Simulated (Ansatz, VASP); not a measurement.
## AlN in VASP and in Ansatz

INCAR

```
SYSTEM = AlN
PREC     = Accurate       ! precision mode
ENCUT    = 520            ! plane-wave cutoff, eV
EDIFF    = 1E-6           ! SCF threshold, eV
ISMEAR   = 0              ! smearing method
SIGMA    = 0.02           ! smearing width, eV
LREAL    = .FALSE.        ! projectors in reciprocal space
LASPH    = .TRUE.         ! aspherical terms in the spheres
NELM     = 60             ! most SCF steps
ALGO     = Normal         ! electronic algorithm
ISIF     = 2              ! what is computed and relaxed
LWAVE    = .FALSE.        ! write WAVECAR
LCHARG   = .TRUE.         ! write CHGCAR
GGA      = PE             ! functional
LELF     = .TRUE.         ! ELF
LVHAR    = .TRUE.       
NBANDS   = 16             ! bands
```

File KPOINTS:

```
regular mesh
0
G
  9 9 4
  0 0 0
```

Contents of POSCAR:

```
AlN
1.0
    2.9190789584      0.0000000000      0.0000000000
   -1.4595394793      2.5279965336      0.0000000000
    0.0000000000      0.0000000000      7.7654285852
Al N
2 2
Direct
    0.3333333333      0.6666666667      0.2500000000
    0.6666666667      0.3333333333      0.7500000000
    0.3333333333      0.6666666667      0.7500000000
    0.6666666667      0.3333333333      0.2500000000
```

Input for Ansatz:

```yaml
crystal:
  lattice:
    - [2.9190789584, 0.0, 0.0]
    - [-1.4595394793, 2.5279965336, 0.0]
    - [0.0, 0.0, 7.7654285852]
  atoms:
    - { symbol: Al, position: [0.3333333333, 0.6666666667, 0.25] }
    - { symbol: Al, position: [0.6666666667, 0.3333333333, 0.75] }
    - { symbol: "N", position: [0.3333333333, 0.6666666667, 0.75] }
    - { symbol: "N", position: [0.6666666667, 0.3333333333, 0.25] }
basis:
  ecutwfc: 420
kpoints:
  mp_grid: { grid: [9, 9, 4] }
hamiltonian:
  xc: pbe
scf:
  occupations: { method: gaussian, width: 0.02 }
output:
  forces: true
  stress: true
  eigenvalues: true
```

Alike in both runs: task single point; functional PBE; k mesh 9 × 9 × 4; occupations gaussian, width 0.02 eV; no spin polarisation.

|  | VASP | Ansatz |
| --- | --- | --- |
| version | VASP 6.6.1 | Ansatz 0.2.0 |
| potentials or method | VASP PAW PBE potentials, release 64 (Al, N), cutoff 520 eV | scalar-relativistic, plane waves, PAW |
| valence electrons in the cell | 16 | 16 |

Ansatz gave:

```
gap on the k mesh at the Fermi level (eV)                     : 2.60
least direct gap on the mesh (eV)                             : 3.00
pressure (GPa)                                                : 33.8
traceless stress, the component that is largest in VASP (GPa) : -35.35
```

Q: Estimate VASP's values.

A: gap on the k mesh at the Fermi level (eV): 2.60; least direct gap on the mesh (eV): 2.99; pressure (GPa): 34.1; traceless stress, the component that is largest in VASP (GPa): -35.70.

Both programs put the cell under a high pressure, so it lies far from rest at this level. The functional is the same, so the differences come from potentials, cutoffs and numerics.
